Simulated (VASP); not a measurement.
# CdS in VASP: further runs

The runs below take CdS through single point, with PBE.

Everything below comes from runs of VASP 6.6.1. Logs are shortened: lines on timing, memory, paths and dates and some standing lists are left out, and cuts for length are marked.

**1. The cell of the first run**

The cell holds a wire or tube with vacuum around it, 2 atoms: a = 9.000 Å, b = 9.300 Å, c = 4.572 Å, α = 90.00°, β = 90.00°, γ = 90.00°.

**2. Single point, PBE, collinear spin**

Contents of INCAR:

```
SYSTEM = CdS
PREC = Accurate ; ENCUT = 520
EDIFF = 1E-6 ; ISMEAR = 0
SIGMA = 0.05 ; LREAL = .False.
LASPH = .True. ; NELM = 150
ALGO = Normal ; ISIF = 2
LWAVE = .False. ; LCHARG = .False.
ISPIN = 2 ; MAGMOM = 0.5 0.5
LORBIT = 11 ; GGA = PE
NBANDS = 20
```

Contents of KPOINTS:

```
regular mesh
0
Gamma
  1 1 14
  0 0 0
```

Contents of POSCAR:

```
CdS
1.0
    9.0000000000      0.0000000000      0.0000000000
    0.0000000000      9.3000000000      0.0000000000
    0.0000000000      0.0000000000      4.5718989578
Cd S
1 1
Direct
    0.5000000000      0.5000000000      0.0000000000
    0.5000000000      0.5000000000      0.5000000000
```

Potentials or basis: VASP PAW PBE potentials, release 64 (Cd, S).

Command:

```sh
> cat potpaw_PBE.64/Cd/POTCAR potpaw_PBE.64/S/POTCAR > POTCAR
> mpirun -np 1 vasp_std > vasp.out
```

OUTCAR:

```text
SYSTEM = CdS
   PREC = Accurate
   ENCUT = 520
   EDIFF = 1E-6
   ISMEAR = 0
   LREAL = .False.
   LASPH = .True.
   NELM = 150
   ISIF = 2
   ISPIN = 2
   LORBIT = 11
   GGA = PE

 ion  position               nearest neighbor table
   1  0.500  0.500  0.000-   2 2.29   2 2.29
   2  0.500  0.500  0.500-   1 2.29   1 2.29

  LATTYP: Found a simple orthorhombic cell.
 ALAT       =     4.5718989578
 B/A-ratio  =     1.9685474423
 C/A-ratio  =     2.0341656904

  Lattice vectors:

 A1 = (   0.0000000000,   0.0000000000,   4.5718989578)
 A2 = (   9.0000000000,   0.0000000000,   0.0000000000)
 A3 = (   0.0000000000,   9.3000000000,   0.0000000000)

Analysis of symmetry for initial positions (statically):
=====================================================================
 Subroutine PRICEL returns:
 Original cell was already a primitive cell.

 Routine SETGRP: Setting up the symmetry group for a
 simple orthorhombic supercell.

 Subroutine GETGRP returns: Found  8 space group operations
 (whereof  8 operations were pure point group operations)
 out of a pool of  8 trial point group operations.

The static configuration has the point symmetry D_2h.

Analysis of symmetry for dynamics (positions and initial velocities):
=====================================================================
 Subroutine PRICEL returns:
 Original cell was already a primitive cell.

 Routine SETGRP: Setting up the symmetry group for a
 simple orthorhombic supercell.

 Subroutine GETGRP returns: Found  8 space group operations
 (whereof  8 operations were pure point group operations)
 out of a pool of  8 trial point group operations.

The dynamic configuration has the point symmetry D_2h.

Analysis of structural, dynamic, and magnetic symmetry:
=====================================================================
 Subroutine PRICEL returns:
 Original cell was already a primitive cell.

 Routine SETGRP: Setting up the symmetry group for a
 simple orthorhombic supercell.

 Subroutine GETGRP returns: Found  8 space group operations
 (whereof  8 operations were pure point group operations)
 out of a pool of  8 trial point group operations.

The overall configuration has the point symmetry D_2h.

 Subroutine INISYM returns: Found  8 space group operations
 (whereof  8 operations are pure point group operations),
 and found     1 'primitive' translations

----------------------------------------------------------------------------------------

                                     Primitive cell

  volume of cell :     382.6679

  direct lattice vectors                    reciprocal lattice vectors
     9.000000000  0.000000000  0.000000000     0.111111111  0.000000000  0.000000000
     0.000000000  9.300000000  0.000000000     0.000000000  0.107526882  0.000000000
     0.000000000  0.000000000  4.571898958     0.000000000  0.000000000  0.218727494

  length of vectors
     9.000000000  9.300000000  4.571898958     0.111111111  0.107526882  0.218727494

  position of ions in fractional coordinates (direct lattice)
     0.500000000  0.500000000  0.000000000
     0.500000000  0.500000000  0.500000000

  ion indices of the primitive-cell ions
   primitive index   ion index
                 1           1
                 2           2

----------------------------------------------------------------------------------------

 KPOINTS: regular mesh

Automatic generation of k-mesh.
 Grid dimensions read from file:
 generate k-points for:    1    1   14

 Generating k-lattice:

  Cartesian coordinates                     Fractional coordinates (reciprocal lattice)
     0.111111111  0.000000000  0.000000000     1.000000000  0.000000000  0.000000000
     0.000000000  0.107526882  0.000000000     0.000000000  1.000000000  0.000000000
     0.000000000  0.000000000  0.015623392     0.000000000  0.000000000  0.071428571

  Length of vectors
     0.111111111  0.107526882  0.015623392

  Shift w.r.t. Gamma in fractional coordinates (k-lattice)
     0.000000000  0.000000000  0.000000000

 Subroutine IBZKPT returns following result:
 ===========================================

 Found      8 irreducible k-points:

 Following reciprocal coordinates:
            Coordinates               Weight
  0.000000  0.000000  0.000000      1.000000
  0.000000  0.000000  0.071429      2.000000
  0.000000  0.000000  0.142857      2.000000
  0.000000  0.000000  0.214286      2.000000
  0.000000  0.000000  0.285714      2.000000
  0.000000  0.000000  0.357143      2.000000
  0.000000  0.000000  0.428571      2.000000
  0.000000  0.000000  0.500000      1.000000
   k-points           NKPTS =      8   k-points in BZ     NKDIM =      8   number of bands    NBANDS=     20
   number of dos      NEDOS =    301   number of ions     NIONS =      2
   total plane-waves  NPLWV = 176400
   dimension x,y,z NGX =    70 NGY =   70 NGZ =   36
   dimension x,y,z NGXF=   140 NGYF=  140 NGZF=   72
   ions per type =               1   1
   NGX,Y,Z   is equivalent  to a cutoff of  12.93, 12.51, 13.09 a.u.
   NGXF,Y,Z  is equivalent  to a cutoff of  25.86, 25.03, 26.18 a.u.
 SYSTEM =  CdS
   PREC   = accura    normal or accurate (medium, high low for compatibility)
   ISTART =      0    job   : 0-new  1-cont  2-samecut
   ICHARG =      2    charge: 1-file 2-atom 10-const
   ISPIN  =      2    spin polarized calculation?
   LNONCOLLINEAR =      F non collinear calculations
   LSORBIT =      F    spin-orbit coupling
   LASPH  =      T    aspherical Exc in radial PAW
   ENCUT  =  520.0 eV  38.22 Ry    6.18 a.u.  16.73 17.29  8.50*2*pi/ulx,y,z
   NELM   =    150;   NELMIN=  2; NELMDL= -5     # of ELM steps
   EDIFF  = 0.1E-05   stopping-criterion for ELM
   LREAL  =      F    real-space projection
   EDIFFG = 0.1E-04   stopping-criterion for IOM
   NSW    =      0    number of steps for IOM
   IBRION =     -1    ionic relax: 0-MD 1-quasi-New 2-CG
   NFREE  =      0    steps in history (QN), initial steepest desc. (CG)
   ISIF   =      2    stress and relaxation
   ISYM   =      2    0-nonsym 1-usesym 2-fastsym
   POTIM  = 0.5000    time-step for ionic-motion
   TEBEG  =    0.0;   TEEND  =   0.0 temperature during run
   PSTRESS=    0.0 pullay stress
   NELECT =      18.0000    total number of electrons
   NUPDOWN=      -1.0000    fix difference up-down
   EMIN   =  10.00;   EMAX   =-10.00  energy-range for DOS
   EFERMI =   0.00;   METHOD = LEGACY
   ISMEAR =     0;   SIGMA  =   0.05  broadening in eV -4-tet -1-fermi 0-gaus
   EFERMI_NEDOS =   21; number of points for ismear=-14 and -15
   IALGO  =     38    algorithm
   IMIX   =      4    mixing-type and parameters
     AMIX     =   0.40;   BMIX     =  1.00
     AMIX_MAG =   1.60;   BMIX_MAG =  1.00
  volume/ion in A,a.u.               =     191.33      1291.19
  Fermi-wavevector in a.u.,A,eV,Ry     =   0.590960  1.116753  4.751618  0.349234
  Thomas-Fermi vector in A             =   1.639204
   LORBIT       =     11    0 simple, 1 ext, 2 COOP (PROOUT), +10 PAW based schemes
   GGA     = PE    functional components
   LHFCALC =     F    Hartree Fock is set to
   AEXX    =    0.0000 exact exchange contribution
   IVDW    =     0    specifies the selected vdW correction
   LEPSILON=     F    determine dielectric tensor
   LRPA    =     F    only Hartree local field effects (RPA)
 spin polarized calculation
 Gauss-broadening in eV      SIGMA  =   0.05
  energy-cutoff  :      520.00
  volume of cell :      382.67
 maximum number of plane-waves:     10347
 NGX is ok and might be reduce to    70
   NGX = 33   NGY = 35   NGZ = 17

 number of electron      17.9999998 magnetization       0.0000344

 number of electron      17.9999998 magnetization      -0.0000054

 Free energy of the ion-electron system (eV)
  ---------------------------------------------------
  ext. energy  EPLUGINS =         0.00000000
  ---------------------------------------------------
  free energy    TOTEN  =        -4.38540679 eV

  energy without entropy =       -4.38540679  energy(sigma->0) =       -4.38540679

 E-fermi :  -4.4739     XC(G=0):  -2.2172

 val. band max:       -4.7212251060   @ k =   0.0000   0.0000   0.5000
 cond. band min:      -3.6619597184   @ k =   0.0000   0.0000   0.0000
 fundamental gap:      1.0592653876
 Fermi energy:        -4.4738720088

 spin component 1

 k-point     1 :       0.0000    0.0000    0.0000
  band No.  band energies     occupation
      1     -16.8459      1.00000
      2     -12.8560      1.00000
      3     -12.8560      1.00000
      4     -12.7497      1.00000
      5     -12.7497      1.00000
      6     -11.8895      1.00000
[... 12 lines left out ...]
     19       4.6226      0.00000
     20       4.7216      0.00000
[... 139 lines left out ...]
 k-point     8 :       0.0000    0.0000    0.5000
  band No.  band energies     occupation
      1     -15.6595      1.00000
      2     -13.9194      1.00000
      3     -12.9471      1.00000
      4     -12.9471      1.00000
      5     -12.7471      1.00000
      6     -12.7471      1.00000
[... 12 lines left out ...]
     19       3.8196      0.00000
     20       3.9608      0.00000
 Fermi energy:        -4.4738720088

 spin component 2

 k-point     1 :       0.0000    0.0000    0.0000
  band No.  band energies     occupation
      1     -16.8459      1.00000
      2     -12.8560      1.00000
      3     -12.8560      1.00000
      4     -12.7497      1.00000
      5     -12.7497      1.00000
      6     -11.8895      1.00000
[... 12 lines left out ...]
     19       4.6237      0.00000
     20       4.7246      0.00000
[... 139 lines left out ...]
 k-point     8 :       0.0000    0.0000    0.5000
  band No.  band energies     occupation
      1     -15.6595      1.00000
      2     -13.9194      1.00000
      3     -12.9471      1.00000
      4     -12.9471      1.00000
      5     -12.7471      1.00000
      6     -12.7471      1.00000
[... 12 lines left out ...]
     19       3.8199      0.00000
     20       3.9792      0.00000

------------------------ aborting loop because EDIFF is reached ----------------------------------------

  FORCE on cell =-STRESS in cart. coord.  units (eV):
  Direction    XX          YY          ZZ          XY          YZ          ZX
  --------------------------------------------------------------------------------------
  -------------------------------------------------------------------------------------
  Total        0.0170466      0.0084165      0.4921792      0.0000000      0.0000000     -0.0000000
  in kB        0.0713718      0.0352387      2.0606858      0.0000000      0.0000000     -0.0000000
  external PRESSURE =       0.7224321 kB  Pullay stress =       0.0000000 kB

 VOLUME and BASIS-vectors are now :
 -----------------------------------------------------------------------------
  energy-cutoff  :      520.00
  volume of cell :      382.67
      direct lattice vectors                 reciprocal lattice vectors
     9.000000000  0.000000000  0.000000000     0.111111111  0.000000000  0.000000000
     0.000000000  9.300000000  0.000000000     0.000000000  0.107526882  0.000000000
     0.000000000  0.000000000  4.571898958     0.000000000  0.000000000  0.218727494

 POSITION                                       TOTAL-FORCE (eV/Angst)
 -----------------------------------------------------------------------------------
      4.50000      4.65000      0.00000         0.000000      0.000000      0.000000
      4.50000      4.65000      2.28595         0.000000      0.000000      0.000000
 -----------------------------------------------------------------------------------
    total drift:                                0.000000      0.000000      0.000000

  FREE ENERGIE OF THE ION-ELECTRON SYSTEM (eV)
  ---------------------------------------------------
  free  energy   TOTEN  =        -4.3854067925 eV

  energy  without entropy=       -4.3854067925  energy(sigma->0) =       -4.38540679

 total charge

# of ion       s       p       d       tot
------------------------------------------
    1        0.468   0.284   9.546  10.297
    2        1.293   2.440   0.000   3.733
--------------------------------------------------
tot          1.761   2.724   9.546  14.031

 magnetization (x)

# of ion       s       p       d       tot
------------------------------------------
    1       -0.000   0.000  -0.000  -0.000
    2        0.000  -0.000   0.000  -0.000
--------------------------------------------------
tot         -0.000  -0.000  -0.000  -0.000
```

Wall time 4.4 min (1 thread of Intel Xeon 8259CL, shared host); peak memory 0.57 GiB.

What came out:

| Property | Result |
| --- | --- |
| Free energy | -4.3854 eV |
| Band gap on the k mesh | 1.06 eV (least direct gap 1.95 eV) |
| Net moment | 0.00 μB per cell |
| Valence electrons inside the program's atomic spheres | Cd 10.30; S 3.73 |

**3. Single point, PBE, collinear spin**

Contents of INCAR:

```
PREC = Accurate
ENCUT = 520
EDIFF = 1E-6
ISMEAR = 0
SIGMA = 0.05
LREAL = False
LASPH = True
NELM = 150
ALGO = Normal
ISIF = 2
LWAVE = False
LCHARG = True
ISPIN = 2
MAGMOM = 0.5 0.5
LORBIT = 11
GGA = PE
LELF = True
LVHAR = True
NBANDS = 20
```

Contents of KPOINTS:

```
regular mesh
0
Gamma
  1 1 14
```

Contents of POSCAR:

```
CdS
1.0
    9.0000000000      0.0000000000      0.0000000000
    0.0000000000      9.3000000000      0.0000000000
    0.0000000000      0.0000000000      4.5712095287
Cd S
1 1
Direct
    0.5000000000      0.5000000000     -0.0174685618
    0.5000000000      0.5000000000      0.4824685618
```

Potentials or basis: VASP PAW PBE potentials, release 64 (Cd, S).

Command:

```sh
> cat potpaw_PBE.64/Cd/POTCAR potpaw_PBE.64/S/POTCAR > POTCAR
> mpirun -np 1 vasp_std > vasp.out
```

It took 4.2 min on 1 thread of Intel Xeon 8259CL, shared host; peak memory 0.57 GiB.

Results (log left out):

* Free energy: -4.3853 eV
* Largest force: 0.007 eV/Å
* Band gap on the k mesh: 1.06 eV (least direct gap 1.95 eV)
* Net moment: 0.00 μB per cell
* Valence electrons inside the program's atomic spheres: Cd 10.30; S 3.73

Forces on the atoms (eV/Å):
```
Cd   0.000  0.000 -0.007
S    0.000  0.000  0.007
```

Levels at points of the mesh, in eV from the valence-band top:
Spin up:
| k point | band 6 | band 7 | band 8 | band 9 | band 10 | band 11 | band 12 | band 13 |
| --- | --- | --- | --- | --- | --- | --- | --- | --- |
| (0.00, 0.00, 0.00) | -7.17 | -2.55 | -0.89 | -0.89 | 1.06 | 4.95 | 5.42 | 5.47 |
| (0.00, 0.00, 0.50) | -8.03 | -3.58 | 0.00 | 0.00 | 3.92 | 3.93 | 5.73 | 6.18 |
Spin down:
```csv
k point,band 6,band 7,band 8,band 9,band 10,band 11,band 12,band 13
"(0.00, 0.00, 0.00)",-7.17,-2.55,-0.89,-0.89,1.06,4.96,5.42,5.47
"(0.00, 0.00, 0.50)",-8.03,-3.58,0.00,0.00,3.92,3.93,5.73,6.18
```

**4. Single point, PBE, collinear spin**

This run uses another cell than the first one.

Contents of INCAR:

```
SYSTEM = CdS
PREC     = Accurate       ! precision mode
ENCUT    = 520            ! plane-wave cutoff, eV
EDIFF    = 1E-6           ! SCF threshold, eV
ISMEAR   = 0              ! smearing method
SIGMA    = 0.05           ! smearing width, eV
LREAL    = .FALSE.        ! projectors in reciprocal space
LASPH    = .TRUE.         ! aspherical terms in the spheres
NELM     = 150            ! most SCF steps
ALGO     = Normal         ! electronic algorithm
ISIF     = 2              ! what is computed and relaxed
LWAVE    = .FALSE.        ! write WAVECAR
LCHARG   = .TRUE.         ! write CHGCAR
ISPIN    = 2              ! spin polarisation
MAGMOM   = 0.5 0.5        ! initial moments
LORBIT   = 11             ! projections on sites
GGA      = PE             ! functional
LELF     = .TRUE.         ! ELF
LVHAR    = .TRUE.       
NBANDS   = 20             ! bands
```

Contents of KPOINTS:

```
regular mesh
0
G
  1 1 14
  0 0 0
```

Contents of POSCAR:

```
CdS
1.0
    9.0000000000      0.0000000000      0.0000000000
    0.0000000000      9.3000000000      0.0000000000
    0.0000000000      0.0000000000      4.6191889250
Cd S
1 1
Direct
    0.5000000000      0.5000000000      0.0000000000
    0.5000000000      0.5000000000      0.5000000000
```

Command:

```sh
> cat potpaw_PBE.64/Cd/POTCAR potpaw_PBE.64/S/POTCAR > POTCAR
> mpirun -np 1 vasp_std > vasp.out
```

Run time: 4.5 min. Hardware: 1 thread of Intel Xeon 8259CL, shared host; peak memory 0.57 GiB.

Results (log left out):

- Free energy: -4.3836 eV
- Band gap on the k mesh: 0.92 eV (least direct gap 1.76 eV)
- Net moment: 0.00 μB per cell
- Valence electrons inside the program's atomic spheres: Cd 10.28; S 3.72

Levels at points of the mesh, in eV from the valence-band top:
Spin up:
```tsv
k point	band 6	band 7	band 8	band 9	band 10	band 11	band 12	band 13
(0.00, 0.00, 0.00)	-7.22	-2.51	-0.84	-0.84	0.92	4.94	5.37	5.41
(0.00, 0.00, 0.50)	-8.05	-3.58	0.00	0.00	3.90	3.91	5.59	6.14
```
Spin down:
```tsv
k point	band 7	band 8	band 9	band 10	band 11	band 12
(0.00, 0.00, 0.00)	-2.51	-0.84	-0.84	0.92	4.94	5.37
(0.00, 0.00, 0.50)	-3.58	0.00	0.00	3.90	3.91	5.59
```

**5. Overview**

```csv
cell,gap on the mesh (eV),moment (μB)
"a = 9.000, b = 9.300, c = 4.572 Å, 2 atoms",1.06,0.00
"a = 9.000, b = 9.300, c = 4.571 Å, 2 atoms",1.06,0.00
"a = 9.000, b = 9.300, c = 4.619 Å, 2 atoms",0.92,0.00
```

Alike in all rows: task single point; level PBE; potentials or basis VASP PAW PBE potentials, release 64 (Cd, S); spin collinear; k mesh 1 × 1 × 14; cutoff (eV) 520; smearing gaussian 0.05 eV.

Total energies depend on the potentials used, so only differences within one code and one set of settings carry meaning.
